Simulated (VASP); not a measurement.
# Si2As (I4/mmm) in VASP: single point with r2SCAN

Aim: the single point of Si2As with r2SCAN.

Program: VASP 6.6.1. These are calculated values, not measurements. Logs are shortened: lines on timing, memory, paths and dates and some standing lists are left out, and cuts for length are marked.

## 1. The cell of the first run

Symmetry: I4/mmm, No. 139, tetragonal system. The conventional cell has a = 4.169 Å, b = 4.169 Å, c = 14.109 Å, α = 90.00°, β = 90.00°, γ = 90.00°. Within 3.3 Å of Si (site symmetry mmm) lie 8 Si at 2.49 to 2.95 Å. Within 3.0 Å of Si (site symmetry 4mm) lie 1 As at 2.30 Å and 5 Si at 2.49 to 2.71 Å. As (site symmetry 4mm) has 1 Si at 2.30 Å and 4 As at 2.96 Å within 3.0 Å.

## 2. Single point, r2SCAN

The input, POSCAR:

```
Si2As
1.0
    0.0000000000      4.1693580000      0.0000000000
    4.1693580000      0.0000000000      0.0000000000
    2.0846790000      2.0846790000     -7.0545860000
Si As
4 2
Direct
    0.5000000000      0.0000000000      0.0000000000
    0.0000000000      0.5000000000      0.0000000000
    0.4038626175      0.4038626175      0.1922747651
    0.5961373825      0.5961373825      0.8077252349
    0.2406717108      0.2406717108      0.5186565783
    0.7593282892      0.7593282892      0.4813434217
```

The input, INCAR.step1:

```
ALGO = Normal
EDIFF = 1E-4
ENCUT = 520
GGA = PE
ISMEAR = -1
LASPH = True
LCHARG = False
LREAL = False
LWAVE = True
NBANDS = 22
NELM = 80
PREC = Accurate
SIGMA = 0.1
```

The input, INCAR.step2:

```
ALGO = Normal
EDIFF = 1E-6
ENCUT = 520
ISIF = 2
ISMEAR = -1
ISTART = 1
LASPH = True
LCHARG = False
LMIXTAU = True
LREAL = False
LWAVE = False
METAGGA = R2SCAN
NBANDS = 22
NELM = 80
PREC = Accurate
SIGMA = 0.1
```

The input, KPOINTS:

```
k-points
0
Gamma
  7 7 7
```

Potentials or basis: VASP PAW PBE potentials, release 64 (Si, As).

Launch:

```console
$ cat potpaw_PBE.64/Si/POTCAR potpaw_PBE.64/As/POTCAR > POTCAR
$ cp INCAR.step1 INCAR
$ mpirun -np 1 vasp_std > vasp.out
$ cp INCAR.step2 INCAR
$ mpirun -np 1 vasp_std > vasp.out
```

OUTCAR:

```text
EDIFF = 1E-6
   ENCUT = 520
   ISIF = 2
   ISMEAR = -1
   ISTART = 1
   LASPH = True
   LREAL = False
   METAGGA = R2SCAN
   NELM = 80
   PREC = Accurate

 ion  position               nearest neighbor table
   1  0.500  0.000  0.000-   4 2.49   3 2.49   4 2.49   3 2.49   2 2.95   2 2.95   2 2.95   2 2.95

   2  0.000  0.500  0.000-   4 2.49   3 2.49   4 2.49   3 2.49   1 2.95   1 2.95   1 2.95   1 2.95

   3  0.404  0.404  0.192-   5 2.30   1 2.49   2 2.49   2 2.49   1 2.49   4 2.71
   4  0.596  0.596  0.808-   6 2.30   1 2.49   2 2.49   2 2.49   1 2.49   3 2.71
   5  0.241  0.241  0.519-   3 2.30
   6  0.759  0.759  0.481-   4 2.30

  LATTYP: Found a body centered tetragonal cell.
 ALAT       =     4.1693580000
 C/A-ratio  =     3.3840154767

  Lattice vectors:

 A1 = (  -2.0846790000,   2.0846790000,   7.0545860000)
 A2 = (   2.0846790000,  -2.0846790000,   7.0545860000)
 A3 = (   2.0846790000,   2.0846790000,  -7.0545860000)

Analysis of symmetry for initial positions (statically):
=====================================================================
 Subroutine PRICEL returns:
 Original cell was already a primitive cell.

 Routine SETGRP: Setting up the symmetry group for a
 body centered tetragonal supercell.

 Subroutine GETGRP returns: Found 16 space group operations
 (whereof 16 operations were pure point group operations)
 out of a pool of 16 trial point group operations.

The static configuration has the point symmetry D_4h.

Analysis of symmetry for dynamics (positions and initial velocities):
=====================================================================
 Subroutine PRICEL returns:
 Original cell was already a primitive cell.

 Routine SETGRP: Setting up the symmetry group for a
 body centered tetragonal supercell.

 Subroutine GETGRP returns: Found 16 space group operations
 (whereof 16 operations were pure point group operations)
 out of a pool of 16 trial point group operations.

The dynamic configuration has the point symmetry D_4h.

 Subroutine INISYM returns: Found 16 space group operations
 (whereof 16 operations are pure point group operations),
 and found     1 'primitive' translations

----------------------------------------------------------------------------------------

                                     Primitive cell

  volume of cell :     122.6337

  direct lattice vectors                    reciprocal lattice vectors
     0.000000000  4.169358000  0.000000000     0.000000000  0.239845079  0.070875881
     4.169358000  0.000000000  0.000000000     0.239845079  0.000000000  0.070875881
     2.084679000  2.084679000 -7.054586000     0.000000000  0.000000000 -0.141751763

  length of vectors
     4.169358000  4.169358000  7.645845715     0.250098086  0.250098086  0.141751763

  position of ions in fractional coordinates (direct lattice)
     0.500000000  0.000000000  0.000000000
     0.000000000  0.500000000  0.000000000
     0.403862618  0.403862618  0.192274765
     0.596137382  0.596137382  0.807725235
     0.240671711  0.240671711  0.518656578
     0.759328289  0.759328289  0.481343422

  ion indices of the primitive-cell ions
   primitive index   ion index
                 1           1
                 2           2
                 3           3
                 4           4
                 5           5
                 6           6

----------------------------------------------------------------------------------------

 KPOINTS: k-points

Automatic generation of k-mesh.
 Grid dimensions read from file:
 generate k-points for:    7    7    7

 Generating k-lattice:

  Cartesian coordinates                     Fractional coordinates (reciprocal lattice)
     0.000000000  0.034263583  0.010125126     0.142857143  0.000000000  0.000000000
     0.034263583  0.000000000  0.010125126     0.000000000  0.142857143  0.000000000
     0.000000000  0.000000000 -0.020250252     0.000000000  0.000000000  0.142857143

  Length of vectors
     0.035728298  0.035728298  0.020250252

  Shift w.r.t. Gamma in fractional coordinates (k-lattice)
     0.000000000  0.000000000  0.000000000

 Subroutine IBZKPT returns following result:
 ===========================================

 Found     40 irreducible k-points:

 Following reciprocal coordinates:
            Coordinates               Weight
  0.000000  0.000000  0.000000      1.000000
  0.142857  0.000000 -0.000000      8.000000
  0.285714  0.000000  0.000000      8.000000
  0.428571  0.000000 -0.000000      8.000000
  0.142857  0.142857 -0.000000      8.000000
  0.285714  0.142857  0.000000     16.000000
[... 16 lines left out ...]
  0.285714  0.285714  0.142857      8.000000
  0.428571  0.285714  0.142857     16.000000
 [... further k-points ...]
   k-points           NKPTS =     40   k-points in BZ     NKDIM =     40   number of bands    NBANDS=     22
   number of dos      NEDOS =    301   number of ions     NIONS =      6
   total plane-waves  NPLWV =  61440
   dimension x,y,z NGX =    32 NGY =   32 NGZ =   60
   dimension x,y,z NGXF=    64 NGYF=   64 NGZF=  120
   ions per type =               4   2
   NGX,Y,Z   is equivalent  to a cutoff of  12.76, 12.76, 13.05 a.u.
   NGXF,Y,Z  is equivalent  to a cutoff of  25.52, 25.52, 26.09 a.u.
 SYSTEM =  unknown system
   PREC   = accura    normal or accurate (medium, high low for compatibility)
   ISTART =      1    job   : 0-new  1-cont  2-samecut
   ICHARG =      0    charge: 1-file 2-atom 10-const
   ISPIN  =      1    spin polarized calculation?
   LNONCOLLINEAR =      F non collinear calculations
   LSORBIT =      F    spin-orbit coupling
   LASPH  =      T    aspherical Exc in radial PAW
   ENCUT  =  520.0 eV  38.22 Ry    6.18 a.u.   7.75  7.75 14.22*2*pi/ulx,y,z
   NELM   =     80;   NELMIN=  2; NELMDL=  0     # of ELM steps
   EDIFF  = 0.1E-05   stopping-criterion for ELM
   LREAL  =      F    real-space projection
   EDIFFG = 0.1E-04   stopping-criterion for IOM
   NSW    =      0    number of steps for IOM
   IBRION =     -1    ionic relax: 0-MD 1-quasi-New 2-CG
   NFREE  =      0    steps in history (QN), initial steepest desc. (CG)
   ISIF   =      2    stress and relaxation
   ISYM   =      2    0-nonsym 1-usesym 2-fastsym
   POTIM  = 0.5000    time-step for ionic-motion
   TEBEG  =    0.0;   TEEND  =   0.0 temperature during run
   PSTRESS=    0.0 pullay stress
   NELECT =      26.0000    total number of electrons
   NUPDOWN=      -1.0000    fix difference up-down
   EMIN   =  10.00;   EMAX   =-10.00  energy-range for DOS
   EFERMI =   0.00;   METHOD = LEGACY
   ISMEAR =    -1;   SIGMA  =   0.10  broadening in eV -4-tet -1-fermi 0-gaus
   EFERMI_NEDOS =   21; number of points for ismear=-14 and -15
   IALGO  =     38    algorithm
   IMIX   =      4    mixing-type and parameters
     AMIX     =   0.40;   BMIX     =  1.00
     AMIX_MAG =   1.60;   BMIX_MAG =  1.00
  volume/ion in A,a.u.               =      20.44       137.93
  Fermi-wavevector in a.u.,A,eV,Ry     =   0.976179  1.844710 12.965329  0.952925
  Thomas-Fermi vector in A             =   2.106777
   LORBIT       =      0    0 simple, 1 ext, 2 COOP (PROOUT), +10 PAW based schemes
   METAGGA = R2SCAN    functional components
   LHFCALC =     F    Hartree Fock is set to
   AEXX    =    0.0000 exact exchange contribution
   IVDW    =     0    specifies the selected vdW correction
   LEPSILON=     F    determine dielectric tensor
   LRPA    =     F    only Hartree local field effects (RPA)
 non-spin polarized calculation
  energy-cutoff  :      520.00
  volume of cell :      122.63
 maximum number of plane-waves:      3322
   NGX = 15   NGY = 15   NGZ = 29

 number of electron      26.0000001 magnetization

 Free energy of the ion-electron system (eV)
  ---------------------------------------------------
  ext. energy  EPLUGINS =         0.00000000
  ---------------------------------------------------
  free energy    TOTEN  =       -61.22673725 eV

  energy without entropy =      -61.14857176  energy(sigma->0) =      -61.18765451

 E-fermi :   5.4386     XC(G=0): -10.2144

 val. band max:        5.4367922336   @ k =   0.2857   0.1429   0.0000
 cond. band min:       5.4620869045   @ k =  -0.1429  -0.1429   0.2857
 fundamental gap:      0.0252946709
 Fermi energy:         5.4385575089

 k-point     1 :       0.0000    0.0000    0.0000
  band No.  band energies     occupation
      1      -8.5043      2.00000
      2      -6.8708      2.00000
      3      -4.2508      2.00000
      4      -2.2710      2.00000
      5       0.7872      2.00000
      6       0.7872      2.00000
[... 14 lines left out ...]
     21      10.0584      0.00000
     22      10.5347      0.00000

 k-point     2 :       0.1429    0.0000   -0.0000
  band No.  band energies     occupation
      1      -8.3453      2.00000
      2      -6.7653      2.00000
      3      -4.3799      2.00000
      4      -2.3308      2.00000
      5      -0.8944      2.00000
      6       0.8907      2.00000
[... 14 lines left out ...]
     21      10.2555      0.00000
     22      10.5230      0.00000

 k-point     3 :       0.2857    0.0000    0.0000
  band No.  band energies     occupation
      1      -7.8877      2.00000
      2      -6.4788      2.00000
      3      -4.9223      2.00000
      4      -2.5939      2.00000
      5      -2.0612      2.00000
      6       1.1687      2.00000
[... 14 lines left out ...]
     21      10.3166      0.00000
     22      11.0107      0.00000

 k-point     4 :       0.4286    0.0000   -0.0000
  band No.  band energies     occupation
      1      -7.2426      2.00000
      2      -6.2886      2.00000
      3      -5.5417      2.00000
      4      -3.6608      2.00000
      5      -1.5198      2.00000
      6       0.7576      2.00000
[... 14 lines left out ...]
     21      10.7682      0.00000
     22      11.3184      0.00000

 k-point     5 :       0.1429    0.1429   -0.0000
  band No.  band energies     occupation
      1      -8.1638      2.00000
      2      -6.7311      2.00000
      3      -4.4477      2.00000
      4      -2.2237      2.00000
      5      -1.0272      2.00000
      6      -0.4198      2.00000
[... 14 lines left out ...]
     21      10.4479      0.00000
     22      10.6865      0.00000

 k-point     6 :       0.2857    0.1429    0.0000
  band No.  band energies     occupation
      1      -7.6904      2.00000
      2      -6.5049      2.00000
      3      -4.8930      2.00000
      4      -2.4709      2.00000
      5      -1.7854      2.00000
      6      -0.3780      2.00000
[... 14 lines left out ...]
     21      10.1402      0.00000
     22      11.2435      0.00000

 k-point     7 :       0.4286    0.1429   -0.0000
  band No.  band energies     occupation
      1      -7.0515      2.00000
      2      -6.3342      2.00000
      3      -5.4090      2.00000
      4      -3.5304      2.00000
      5      -1.2911      2.00000
      6      -0.1343      2.00000
[... 324 lines left out ...]
      6       0.6538      2.00000
[... 14 lines left out ...]
     21      10.7442      0.00000
     22      11.6380      0.00000

 k-point    21 :      -0.2857    0.0000    0.1429
  band No.  band energies     occupation
      1      -7.7451      2.00000
      2      -6.8144      2.00000
      3      -4.7794      2.00000
      4      -2.5230      2.00000
      5      -1.6804      2.00000
      6       0.9319      2.00000
[... 14 lines left out ...]
     21      10.2091      0.00000
     22      11.5907      0.00000

 k-point    22 :      -0.1429    0.0000    0.1429
  band No.  band energies     occupation
      1      -8.2470      2.00000
      2      -7.0238      2.00000
      3      -4.1656      2.00000
      4      -2.1469      2.00000
      5      -0.8567      2.00000
      6       0.8260      2.00000
[... 14 lines left out ...]
     21      10.1976      0.00000
     22      11.0916      0.00000

 k-point    23 :       0.2857    0.2857    0.1429
  band No.  band energies     occupation
      1      -7.3591      2.00000
      2      -5.9887      2.00000
      3      -5.1627      2.00000
      4      -2.3854      2.00000
      5      -1.9228      2.00000
      6      -1.5915      2.00000
[... 14 lines left out ...]
     21      11.0875      0.00000
     22      11.3951      0.00000

 k-point    24 :       0.4286    0.2857    0.1429
  band No.  band energies     occupation
      1      -6.7778      2.00000
      2      -5.9785      2.00000
      3      -5.2122      2.00000
      4      -3.2954      2.00000
      5      -1.8012      2.00000
      6      -1.0982      2.00000
[... 14 lines left out ...]
     21      11.0661      0.00000
     22      11.3477      0.00000

 [... further k-points ...]
[... 5 lines left out ...]
  --------------------------------------------------------------------------------------
  -------------------------------------------------------------------------------------
  Total       -4.5147027     -4.5147027      3.5962736      0.0000000     -0.0000000     -0.0000000
  in kB      -58.9834041    -58.9834041     46.9843694      0.0000000     -0.0000000     -0.0000000
  external PRESSURE =     -23.6608129 kB  Pullay stress =       0.0000000 kB

 VOLUME and BASIS-vectors are now :
 -----------------------------------------------------------------------------
  energy-cutoff  :      520.00
  volume of cell :      122.63
      direct lattice vectors                 reciprocal lattice vectors
     0.000000000  4.169358000  0.000000000     0.000000000  0.239845079  0.070875881
     4.169358000  0.000000000  0.000000000     0.239845079  0.000000000  0.070875881
     2.084679000  2.084679000 -7.054586000     0.000000000  0.000000000 -0.141751763

 POSITION                                       TOTAL-FORCE (eV/Angst)
 -----------------------------------------------------------------------------------
      0.00000      2.08468      0.00000         0.000000      0.000000      0.000000
      2.08468      0.00000      0.00000        -0.000000      0.000000      0.000000
      2.08468      2.08468     -1.35642         0.000000      0.000000      0.003436
      4.16936      4.16936     -5.69817        -0.000000     -0.000000     -0.003436
      2.08468      2.08468     -3.65891         0.000000      0.000000      0.001828
      4.16936      4.16936     -3.39568        -0.000000     -0.000000     -0.001828
 -----------------------------------------------------------------------------------
    total drift:                               -0.000000     -0.000000      0.000000

  FREE ENERGIE OF THE ION-ELECTRON SYSTEM (eV)
  ---------------------------------------------------
  free  energy   TOTEN  =       -61.2267372542 eV

  energy  without entropy=      -61.1485717597  energy(sigma->0) =      -61.18765451
```

Run time: 3.6 min. Hardware: 1 thread of Intel Xeon Platinum 8375C at 2.90GHz (Ice Lake), shared host; peak memory 0.29 GiB.

Results:

```
Free energy            : -61.2267 eV
Pressure               : -2.4 GPa
Largest force          : 0.003 eV/Å
Band gap on the k mesh : zero (band 13 reaches 6.34 eV, above the bottom of band 14 at 5.11 eV)
```

Forces in eV/Å, atoms in the order of the input:
```
Si   0.000  0.000  0.000
Si   0.000  0.000  0.000
Si   0.000  0.000  0.003
Si   0.000  0.000 -0.003
As   0.000  0.000  0.002
As   0.000  0.000 -0.002
```

Stress tensor (GPa, compression positive):
```
-5.90  0.00  0.00
 0.00 -5.90  0.00
 0.00  0.00  4.70
```

Caveat: the PAW data sets were made with another functional, which shifts forces and pressure a little.
